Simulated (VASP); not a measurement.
# Fe (Fm-3m) in VASP: single point with PBE

Aim: the single point of Fe with PBE.

Everything below comes from runs of VASP 6.6.1. Logs are shortened: lines on timing, memory, paths and dates and some standing lists are left out, and cuts for length are marked.

### 1 The cell of the first run

It takes space group Fm-3m (No. 225, cubic). Conventional cell: a = 3.544 Å, b = 3.544 Å, c = 3.544 Å, α = 90.00°, β = 90.00°, γ = 90.00°. Fe (site symmetry m-3m) has 12 Fe at 2.51 Å within 3.3 Å.

This isn't the form of Fe at room conditions, which is bcc.

### 2 Single point, PBE, collinear spin, ferromagnetic start

Input file INCAR:

```
SYSTEM = Fe
PREC = Accurate
ENCUT = 690
EDIFF = 1E-6
ISMEAR = -1
SIGMA = 0.1
LREAL = .False.
LASPH = .True.
NELM = 200
ALGO = Normal
ISIF = 2
LWAVE = .False.
LCHARG = .False.
ISPIN = 2
MAGMOM = 4
LORBIT = 11
LMAXMIX = 4
GGA = PE
NBANDS = 18
GGA_COMPAT = .False.
```

Input file KPOINTS:

```
Automatic mesh
0
Gamma
  14 14 14
  0 0 0
```

Input file POSCAR:

```
Fe
1.0
    0.0000000000      1.7720000000      1.7720000000
    1.7720000000      0.0000000000      1.7720000000
    1.7720000000      1.7720000000      0.0000000000
Fe
1
Direct
    0.0000000000      0.0000000000      0.0000000000
```

Potentials or basis: VASP PAW PBE potentials, release 64 (Fe_sv).

Command:

```
cat potpaw_PBE.64/Fe_sv/POTCAR > POTCAR
mpirun -np 1 vasp_std > vasp.out
```

OUTCAR:

```text
SYSTEM = Fe
   PREC = Accurate
   ENCUT = 690
   EDIFF = 1E-6
   ISMEAR = -1
   LREAL = .False.
   LASPH = .True.
   NELM = 200
   ISIF = 2
   ISPIN = 2
   LORBIT = 11
   GGA = PE

 ion  position               nearest neighbor table
   1  0.000  0.000  0.000-

  LATTYP: Found a face centered cubic cell.
 ALAT       =     3.5440000000

  Lattice vectors:

 A1 = (   0.0000000000,   1.7720000000,   1.7720000000)
 A2 = (   1.7720000000,   0.0000000000,   1.7720000000)
 A3 = (   1.7720000000,   1.7720000000,   0.0000000000)

Analysis of symmetry for initial positions (statically):
=====================================================================
 Subroutine PRICEL returns:
 Original cell was already a primitive cell.

 Routine SETGRP: Setting up the symmetry group for a
 face centered cubic supercell.

 Subroutine GETGRP returns: Found 48 space group operations
 (whereof 48 operations were pure point group operations)
 out of a pool of 48 trial point group operations.

The static configuration has the point symmetry O_h .

Analysis of symmetry for dynamics (positions and initial velocities):
=====================================================================
 Subroutine PRICEL returns:
 Original cell was already a primitive cell.

 Routine SETGRP: Setting up the symmetry group for a
 face centered cubic supercell.

 Subroutine GETGRP returns: Found 48 space group operations
 (whereof 48 operations were pure point group operations)
 out of a pool of 48 trial point group operations.

The dynamic configuration has the point symmetry O_h .

Analysis of structural, dynamic, and magnetic symmetry:
=====================================================================
 Subroutine PRICEL returns:
 Original cell was already a primitive cell.

 Routine SETGRP: Setting up the symmetry group for a
 face centered cubic supercell.

 Subroutine GETGRP returns: Found 48 space group operations
 (whereof 48 operations were pure point group operations)
 out of a pool of 48 trial point group operations.

The overall configuration has the point symmetry O_h .

 Subroutine INISYM returns: Found 48 space group operations
 (whereof 48 operations are pure point group operations),
 and found     1 'primitive' translations

----------------------------------------------------------------------------------------

                                     Primitive cell

  volume of cell :      11.1281

  direct lattice vectors                    reciprocal lattice vectors
     0.000000000  1.772000000  1.772000000    -0.282167043  0.282167043  0.282167043
[... 99 lines left out ...]
   ISMEAR =    -1;   SIGMA  =   0.10  broadening in eV -4-tet -1-fermi 0-gaus
   EFERMI_NEDOS =   21; number of points for ismear=-14 and -15
   IALGO  =     38    algorithm
   IMIX   =      4    mixing-type and parameters
     AMIX     =   0.40;   BMIX     =  1.00
     AMIX_MAG =   1.60;   BMIX_MAG =  1.00
  volume/ion in A,a.u.               =      11.13        75.10
  Fermi-wavevector in a.u.,A,eV,Ry     =   1.847741  3.491724 46.452290  3.414147
  Thomas-Fermi vector in A             =   2.898508
   LORBIT       =     11    0 simple, 1 ext, 2 COOP (PROOUT), +10 PAW based schemes
   GGA     = PE    functional components
   LHFCALC =     F    Hartree Fock is set to
   AEXX    =    0.0000 exact exchange contribution
   IVDW    =     0    specifies the selected vdW correction
   LEPSILON=     F    determine dielectric tensor
   LRPA    =     F    only Hartree local field effects (RPA)
 spin polarized calculation
  energy-cutoff  :      690.00
  volume of cell :       11.13
 maximum number of plane-waves:       471
 NGX is ok and might be reduce to    24
   NGX = 11   NGY = 11   NGZ = 11

 number of electron      15.9999990 magnetization       1.2505259

 Free energy of the ion-electron system (eV)
  ---------------------------------------------------
  ext. energy  EPLUGINS =         0.00000000
  ---------------------------------------------------
  free energy    TOTEN  =        -8.22547705 eV

  energy without entropy =       -8.16930068  energy(sigma->0) =       -8.19738886

 E-fermi :  12.4535     XC(G=0): -13.8706

 val. band max:       12.4525784833   @ k =  -0.2143   0.3571   0.1429
 cond. band min:      12.4557030896   @ k =  -0.2857   0.0714   0.0000
 fundamental gap:      0.0031246063
 Fermi energy:        12.4535046007

 spin component 1

 k-point     1 :       0.0000    0.0000    0.0000
  band No.  band energies     occupation
      1     -75.3198      1.00000
      2     -41.0975      1.00000
      3     -41.0975      1.00000
      4     -41.0975      1.00000
      5       3.8459      1.00000
      6      10.5416      1.00000
[... 493 lines left out ...]
     17      46.4876      0.00000
     18      49.0264      0.00000

 [... further k-points ...]

 spin component 2

 k-point     1 :       0.0000    0.0000    0.0000
  band No.  band energies     occupation
      1     -73.8219      1.00000
      2     -39.6248      1.00000
      3     -39.6248      1.00000
      4     -39.6248      1.00000
      5       3.9578      1.00000
      6      11.4637      0.99995
[... 493 lines left out ...]
     17      46.6723      0.00000
     18      49.1493      0.00000

 [... further k-points ...]

------------------------ aborting loop because EDIFF is reached ----------------------------------------

  FORCE on cell =-STRESS in cart. coord.  units (eV):
  Direction    XX          YY          ZZ          XY          YZ          ZX
  --------------------------------------------------------------------------------------
  -------------------------------------------------------------------------------------
  Total       -0.7165501     -0.7165501     -0.7165501      0.0000000     -0.0000000     -0.0000000
  in kB     -103.1658556   -103.1658556   -103.1658556      0.0000000     -0.0000000     -0.0000000
  external PRESSURE =    -103.1658556 kB  Pullay stress =       0.0000000 kB

 VOLUME and BASIS-vectors are now :
 -----------------------------------------------------------------------------
  energy-cutoff  :      690.00
  volume of cell :       11.13
      direct lattice vectors                 reciprocal lattice vectors
     0.000000000  1.772000000  1.772000000    -0.282167043  0.282167043  0.282167043
     1.772000000  0.000000000  1.772000000     0.282167043 -0.282167043  0.282167043
     1.772000000  1.772000000  0.000000000     0.282167043  0.282167043 -0.282167043

 POSITION                                       TOTAL-FORCE (eV/Angst)
 -----------------------------------------------------------------------------------
      0.00000      0.00000      0.00000        -0.000000      0.000000     -0.000000
 -----------------------------------------------------------------------------------
    total drift:                               -0.000000     -0.000000     -0.000000

  FREE ENERGIE OF THE ION-ELECTRON SYSTEM (eV)
  ---------------------------------------------------
  free  energy   TOTEN  =        -8.2254770452 eV

  energy  without entropy=       -8.1693006762  energy(sigma->0) =       -8.19738886

 total charge

# of ion       s       p       d       tot
------------------------------------------
    1        2.191   6.040   5.516  13.747

 magnetization (x)

# of ion       s       p       d       tot
------------------------------------------
    1       -0.001  -0.003   1.250   1.246
```

stdout:

```text
POSCAR found type information on POSCAR Fe
 POSCAR found :  1 types and       1 ions
 scaLAPACK will be used
 LDA part: xc-table for (Slater+PW92), standard interpolation
 POSCAR, INCAR and KPOINTS ok, starting setup
 FFT: planning ... GRIDC
 FFT: planning ... GRID_SOFT
 FFT: planning ... GRID
 WAVECAR not read
 entering main loop
```

It took 77 s on 1 thread of AMD EPYC 7R13 (Zen 3), shared host; peak memory 0.15 GiB.

What came out:

```yaml
Free_energy: -8.2255 eV
Pressure: -10.3 GPa
Net_moment: 1.25 μB per cell
Site_moments: Fe +1.25 μB
Valence_electrons_inside_the_program's_atomic_spheres: Fe 13.75
```

Levels at points of the mesh, in eV from the Fermi level:
Spin up:
| k point | band 5 | band 6 | band 7 | band 8 | band 9 | band 10 | band 11 | band 12 | band 13 | band 14 |
| --- | --- | --- | --- | --- | --- | --- | --- | --- | --- | --- |
| (0.00, 0.00, 0.00) | -8.61 | -1.91 | -1.91 | -1.91 | -0.95 | -0.95 | 22.01 | 26.82 | 26.82 | 26.82 |
| (0.50, 0.00, 0.00) | -4.76 | -2.21 | -2.21 | -0.05 | 0.23 | 0.23 | 7.14 | 20.72 | 24.89 | 24.89 |
| (0.50, 0.50, 0.00) | -5.04 | -4.14 | -0.06 | 0.62 | 0.62 | 2.78 | 10.32 | 14.95 | 14.95 | 20.18 |
Spin down:
| k point | band 3 | band 4 | band 5 | band 6 | band 7 | band 8 | band 9 | band 10 | band 11 | band 12 |
| --- | --- | --- | --- | --- | --- | --- | --- | --- | --- | --- |
| (0.00, 0.00, 0.00) | -52.08 | -52.08 | -8.50 | -0.99 | -0.99 | -0.99 | 0.89 | 0.89 | 21.81 | 27.08 |
| (0.50, 0.00, 0.00) | -52.14 | -52.14 | -4.21 | -0.86 | -0.86 | 0.02 | 1.64 | 1.64 | 7.83 | 20.55 |
| (0.50, 0.50, 0.00) | -52.25 | -52.25 | -3.93 | -3.41 | 1.69 | 1.69 | 1.87 | 2.88 | 11.25 | 15.18 |

Caveat: the cell stands under tension.
